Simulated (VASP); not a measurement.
# MgS5 (P-62m) in VASP: single point with PBE

Aim: the single point of MgS5 with PBE.

All numbers are computed with VASP 6.6.1; they aren't measurements. Logs are shortened: lines on timing, memory, paths and dates and some standing lists are left out, and cuts for length are marked.

## Step 1: The cell of the first run

The structure is hexagonal, space group P-62m (No. 189). Conventional cell: a = 4.650 Å, b = 4.650 Å, c = 7.359 Å, α = 90.00°, β = 90.00°, γ = 120.00°. Within 3.5 Å of Mg (site symmetry -62m) lie 6 S at 2.68 Å. S (site symmetry m2m) has 2 S at 2.12 Å within 2.8 Å. Within 3.5 Å of S (site symmetry -6) lie 3 S at 2.68 Å and 3 Mg at 2.68 Å.

The cell was generated, and may not be a known phase.

## Step 2: Single point, PBE

File INCAR:

```
SYSTEM = MgS5
PREC = Accurate ; ENCUT = 840
EDIFF = 1E-6 ; ISMEAR = 0
SIGMA = 0.1 ; LREAL = .False.
LASPH = .True. ; NELM = 120
ALGO = Normal ; ISIF = 2
LWAVE = .False. ; LCHARG = .False.
GGA = PE ; NBANDS = 29
GGA_COMPAT = .False.
```

File KPOINTS:

```
Automatic mesh
0
Gamma
  6 6 4
  0 0 0
```

File POSCAR:

```
MgS5
1.0
    4.6503363597      0.0000000000      0.0000000000
   -2.3251681799      4.0273094236      0.0000000000
    0.0000000000      0.0000000000      7.3592561543
Mg S
1 5
Direct
    0.0000000000      0.0000000000      0.0000000000
    0.0000000000      0.7365489813      0.5000000000
    0.7365489813      0.0000000000      0.5000000000
    0.2634510187      0.2634510187      0.5000000000
    0.6666666667      0.3333333333      0.0000000000
    0.3333333333      0.6666666667      0.0000000000
```

Potentials or basis: VASP PAW PBE potentials, release 64 (Mg_sv, S).

Started as:

```sh
cat potpaw_PBE.64/Mg_sv/POTCAR potpaw_PBE.64/S/POTCAR > POTCAR
mpirun -np 1 vasp_std > vasp.out
```

OUTCAR:

```text
SYSTEM = MgS5
   PREC = Accurate
   ENCUT = 840
   EDIFF = 1E-6
   ISMEAR = 0
   LREAL = .False.
   LASPH = .True.
   NELM = 120
   ISIF = 2
   GGA = PE

 ion  position               nearest neighbor table
   1  0.000  0.000  0.000-
   2  0.000  0.737  0.500-   4 2.12   3 2.12
   3  0.737  0.000  0.500-   4 2.12   2 2.12
   4  0.263  0.263  0.500-   2 2.12   3 2.12
   5  0.667  0.333  0.000-   6 2.68   6 2.68   6 2.68
   6  0.333  0.667  0.000-   5 2.68   5 2.68   5 2.68

  LATTYP: Found a hexagonal cell.
 ALAT       =     4.6503363597
 C/A-ratio  =     1.5825212598

  Lattice vectors:

 A1 = (   4.6503363597,   0.0000000000,   0.0000000000)
 A2 = (  -2.3251681799,   4.0273094236,   0.0000000000)
 A3 = (   0.0000000000,   0.0000000000,   7.3592561543)

Analysis of symmetry for initial positions (statically):
=====================================================================
 Subroutine PRICEL returns:
 Original cell was already a primitive cell.

 Routine SETGRP: Setting up the symmetry group for a
 hexagonal supercell.

 Subroutine GETGRP returns: Found 12 space group operations
 (whereof 12 operations were pure point group operations)
 out of a pool of 24 trial point group operations.

The static configuration has the point symmetry D_3h.

Analysis of symmetry for dynamics (positions and initial velocities):
=====================================================================
 Subroutine PRICEL returns:
 Original cell was already a primitive cell.

 Routine SETGRP: Setting up the symmetry group for a
 hexagonal supercell.

 Subroutine GETGRP returns: Found 12 space group operations
 (whereof 12 operations were pure point group operations)
 out of a pool of 24 trial point group operations.

The dynamic configuration has the point symmetry D_3h.

 Subroutine INISYM returns: Found 12 space group operations
 (whereof 12 operations are pure point group operations),
 and found     1 'primitive' translations

----------------------------------------------------------------------------------------

                                     Primitive cell

  volume of cell :     137.8267

  direct lattice vectors                    reciprocal lattice vectors
     4.650336360  0.000000000  0.000000000     0.215038209  0.124152368  0.000000000
    -2.325168180  4.027309424  0.000000000     0.000000000  0.248304735  0.000000000
     0.000000000  0.000000000  7.359256154     0.000000000  0.000000000  0.135883298

  length of vectors
     4.650336360  4.650336360  7.359256154     0.248304735  0.248304735  0.135883298

  position of ions in fractional coordinates (direct lattice)
     0.000000000  0.000000000  0.000000000
     0.000000000  0.736548981  0.500000000
     0.736548981  0.000000000  0.500000000
     0.263451019  0.263451019  0.500000000
     0.666666667  0.333333333  0.000000000
     0.333333333  0.666666667  0.000000000

  ion indices of the primitive-cell ions
   primitive index   ion index
                 1           1
                 2           2
                 3           3
                 4           4
                 5           5
                 6           6

----------------------------------------------------------------------------------------

 KPOINTS: Automatic mesh

Automatic generation of k-mesh.
 Grid dimensions read from file:
 generate k-points for:    6    6    4

 Generating k-lattice:

  Cartesian coordinates                     Fractional coordinates (reciprocal lattice)
     0.035839701  0.020692061  0.000000000     0.166666667  0.000000000  0.000000000
     0.000000000  0.041384123  0.000000000     0.000000000  0.166666667  0.000000000
     0.000000000  0.000000000  0.033970825     0.000000000  0.000000000  0.250000000

  Length of vectors
     0.041384123  0.041384123  0.033970825

  Shift w.r.t. Gamma in fractional coordinates (k-lattice)
     0.000000000  0.000000000  0.000000000

 Subroutine IBZKPT returns following result:
 ===========================================

 Found     21 irreducible k-points:

 Following reciprocal coordinates:
            Coordinates               Weight
  0.000000  0.000000  0.000000      1.000000
  0.166667  0.000000  0.000000      6.000000
  0.333333  0.000000  0.000000      6.000000
  0.500000  0.000000  0.000000      3.000000
  0.166667  0.166667  0.000000      6.000000
  0.333333  0.166667  0.000000     12.000000
[... 13 lines left out ...]
  0.333333  0.166667  0.500000     12.000000
  0.333333  0.333333  0.500000      2.000000
   k-points           NKPTS =     21   k-points in BZ     NKDIM =     21   number of bands    NBANDS=     29
   number of dos      NEDOS =    301   number of ions     NIONS =      6
   total plane-waves  NPLWV = 161280
   dimension x,y,z NGX =    48 NGY =   48 NGZ =   70
   dimension x,y,z NGXF=    96 NGYF=   96 NGZF=  140
   ions per type =               1   5
   NGX,Y,Z   is equivalent  to a cutoff of  17.16, 17.16, 15.81 a.u.
   NGXF,Y,Z  is equivalent  to a cutoff of  34.32, 34.32, 31.63 a.u.
 SYSTEM =  MgS5
   PREC   = accura    normal or accurate (medium, high low for compatibility)
   ISTART =      0    job   : 0-new  1-cont  2-samecut
   ICHARG =      2    charge: 1-file 2-atom 10-const
   ISPIN  =      1    spin polarized calculation?
   LNONCOLLINEAR =      F non collinear calculations
   LSORBIT =      F    spin-orbit coupling
   LASPH  =      T    aspherical Exc in radial PAW
   ENCUT  =  840.0 eV  61.74 Ry    7.86 a.u.  10.99 10.99 17.39*2*pi/ulx,y,z
   NELM   =    120;   NELMIN=  2; NELMDL= -5     # of ELM steps
   EDIFF  = 0.1E-05   stopping-criterion for ELM
   LREAL  =      F    real-space projection
   EDIFFG = 0.1E-04   stopping-criterion for IOM
   NSW    =      0    number of steps for IOM
   IBRION =     -1    ionic relax: 0-MD 1-quasi-New 2-CG
   NFREE  =      0    steps in history (QN), initial steepest desc. (CG)
   ISIF   =      2    stress and relaxation
   ISYM   =      2    0-nonsym 1-usesym 2-fastsym
   POTIM  = 0.5000    time-step for ionic-motion
   TEBEG  =    0.0;   TEEND  =   0.0 temperature during run
   PSTRESS=    0.0 pullay stress
   NELECT =      40.0000    total number of electrons
   NUPDOWN=      -1.0000    fix difference up-down
   EMIN   =  10.00;   EMAX   =-10.00  energy-range for DOS
   EFERMI =   0.00;   METHOD = LEGACY
   ISMEAR =     0;   SIGMA  =   0.10  broadening in eV -4-tet -1-fermi 0-gaus
   EFERMI_NEDOS =   21; number of points for ismear=-14 and -15
   IALGO  =     38    algorithm
   IMIX   =      4    mixing-type and parameters
     AMIX     =   0.40;   BMIX     =  1.00
     AMIX_MAG =   1.60;   BMIX_MAG =  1.00
  volume/ion in A,a.u.               =      22.97       155.02
  Fermi-wavevector in a.u.,A,eV,Ry     =   1.083886  2.048248 15.984254  1.174810
  Thomas-Fermi vector in A             =   2.219963
   LORBIT       =      0    0 simple, 1 ext, 2 COOP (PROOUT), +10 PAW based schemes
   GGA     = PE    functional components
   LHFCALC =     F    Hartree Fock is set to
   AEXX    =    0.0000 exact exchange contribution
   IVDW    =     0    specifies the selected vdW correction
   LEPSILON=     F    determine dielectric tensor
   LRPA    =     F    only Hartree local field effects (RPA)
 non-spin polarized calculation
 Gauss-broadening in eV      SIGMA  =   0.10
  energy-cutoff  :      840.00
  volume of cell :      137.83
 maximum number of plane-waves:      7638
 NGX is ok and might be reduce to    48
   NGX = 21   NGY = 21   NGZ = 35

 number of electron      40.0000002 magnetization

 Free energy of the ion-electron system (eV)
  ---------------------------------------------------
  ext. energy  EPLUGINS =         0.00000000
  ---------------------------------------------------
  free energy    TOTEN  =       -20.56313655 eV

  energy without entropy =      -20.55129598  energy(sigma->0) =      -20.55721626

 E-fermi :   2.9023     XC(G=0):  -8.7989

 val. band max:        2.8705921735   @ k =   0.0000   0.0000   0.0000
 cond. band min:       2.9073826168   @ k =   0.1667   0.0000   0.5000
 fundamental gap:      0.0367904433
 Fermi energy:         2.9022713395

 k-point     1 :       0.0000    0.0000    0.0000
  band No.  band energies     occupation
      1     -73.0510      2.00000
      2     -39.8770      2.00000
      3     -39.7763      2.00000
      4     -39.7763      2.00000
      5     -14.4197      2.00000
      6     -10.7470      2.00000
[... 21 lines left out ...]
     28      10.2243      0.00000
     29      10.3927      0.00000

 k-point     2 :       0.1667    0.0000    0.0000
  band No.  band energies     occupation
      1     -73.0511      2.00000
      2     -39.8769      2.00000
      3     -39.7765      2.00000
      4     -39.7764      2.00000
      5     -14.3160      2.00000
      6     -10.5845      2.00000
[... 21 lines left out ...]
     28       9.7698      0.00000
     29      10.6143      0.00000

 k-point     3 :       0.3333    0.0000    0.0000
  band No.  band energies     occupation
      1     -73.0511      2.00000
      2     -39.8769      2.00000
      3     -39.7766      2.00000
      4     -39.7764      2.00000
      5     -14.0803      2.00000
      6     -10.1438      2.00000
[... 21 lines left out ...]
     28       9.4496      0.00000
     29      10.7116      0.00000

 k-point     4 :       0.5000    0.0000    0.0000
  band No.  band energies     occupation
      1     -73.0511      2.00000
      2     -39.8769      2.00000
      3     -39.7767      2.00000
      4     -39.7765      2.00000
      5     -13.9432      2.00000
      6      -9.7921      2.00000
[... 21 lines left out ...]
     28       9.8124      0.00000
     29       9.9020      0.00000

 k-point     5 :       0.1667    0.1667    0.0000
  band No.  band energies     occupation
      1     -73.0511      2.00000
      2     -39.8769      2.00000
      3     -39.7766      2.00000
      4     -39.7764      2.00000
      5     -14.1441      2.00000
      6     -10.2774      2.00000
[... 21 lines left out ...]
     28      10.1168      0.00000
     29      10.3466      0.00000
[... 414 lines left out ...]
     28       9.5251      0.00000
     29      10.0306      0.00000

 k-point    19 :       0.1667    0.1667    0.5000
  band No.  band energies     occupation
      1     -73.0511      2.00000
      2     -39.8769      2.00000
      3     -39.7766      2.00000
      4     -39.7764      2.00000
      5     -14.1434      2.00000
      6     -10.2776      2.00000
[... 21 lines left out ...]
     28      10.2611      0.00000
     29      10.3016      0.00000

 k-point    20 :       0.3333    0.1667    0.5000
  band No.  band energies     occupation
      1     -73.0511      2.00000
      2     -39.8769      2.00000
      3     -39.7767      2.00000
      4     -39.7765      2.00000
      5     -13.9461      2.00000
      6      -9.7562      2.00000
[... 21 lines left out ...]
     28      10.2166      0.00000
     29      10.6576      0.00000

 k-point    21 :       0.3333    0.3333    0.5000
  band No.  band energies     occupation
      1     -73.0511      2.00000
      2     -39.8769      2.00000
      3     -39.7766      2.00000
      4     -39.7766      2.00000
      5     -13.8758      2.00000
      6      -9.2083      2.00000
[... 21 lines left out ...]
     28      10.6391      0.00000
     29      10.6391      0.00000

------------------------ aborting loop because EDIFF is reached ----------------------------------------

  FORCE on cell =-STRESS in cart. coord.  units (eV):
  Direction    XX          YY          ZZ          XY          YZ          ZX
  --------------------------------------------------------------------------------------
  -------------------------------------------------------------------------------------
  Total       -0.3585504     -0.3585504     -0.1068503      0.0000000     -0.0000000      0.0000000
  in kB       -4.1679976     -4.1679976     -1.2420894      0.0000000     -0.0000000      0.0000000
  external PRESSURE =      -3.1926949 kB  Pullay stress =       0.0000000 kB

 VOLUME and BASIS-vectors are now :
 -----------------------------------------------------------------------------
  energy-cutoff  :      840.00
  volume of cell :      137.83
      direct lattice vectors                 reciprocal lattice vectors
     4.650336360  0.000000000  0.000000000     0.215038209  0.124152368  0.000000000
    -2.325168180  4.027309424  0.000000000     0.000000000  0.248304735  0.000000000
     0.000000000  0.000000000  7.359256154     0.000000000  0.000000000  0.135883298

 POSITION                                       TOTAL-FORCE (eV/Angst)
 -----------------------------------------------------------------------------------
      0.00000      0.00000      0.00000        -0.000000     -0.000000     -0.000000
     -1.71260      2.96631      3.67963        -0.097602      0.169051     -0.000000
      3.42520      0.00000      3.67963         0.195204     -0.000000      0.000000
      0.61257      1.06100      3.67963        -0.097602     -0.169051      0.000000
      2.32517      1.34244      0.00000        -0.000000     -0.000000     -0.000000
     -0.00000      2.68487      0.00000        -0.000000     -0.000000     -0.000000
 -----------------------------------------------------------------------------------
    total drift:                                0.000000      0.000000      0.000000

  FREE ENERGIE OF THE ION-ELECTRON SYSTEM (eV)
  ---------------------------------------------------
  free  energy   TOTEN  =       -20.5631365483 eV

  energy  without entropy=      -20.5512959808  energy(sigma->0) =      -20.55721626
```

Run time: 2.6 min. Hardware: 1 thread of Intel Xeon Platinum 8259CL at 2.50GHz (Skylake/Cascade Lake), shared host; peak memory 0.47 GiB.

What came out:

```
Free energy            : -20.5631 eV
Pressure               : -0.3 GPa
Largest force          : 0.195 eV/Å
Band gap on the k mesh : zero (bands 20 and 21 overlap by 0.57 eV)
```

Forces in eV/Å, atoms in the order of the input:
```
Mg   0.000  0.000  0.000
S   -0.098  0.169  0.000
S    0.195  0.000  0.000
S   -0.098 -0.169  0.000
S    0.000  0.000  0.000
S    0.000  0.000  0.000
```

Stress tensor (GPa, compression positive):
```
-0.42  0.00  0.00
 0.00 -0.42  0.00
 0.00  0.00 -0.12
```

Caveat: semilocal functionals underestimate gaps, and a narrow one can read as zero.

The gap in the log of VASP goes by the Fermi energy; the results here count the filled bands.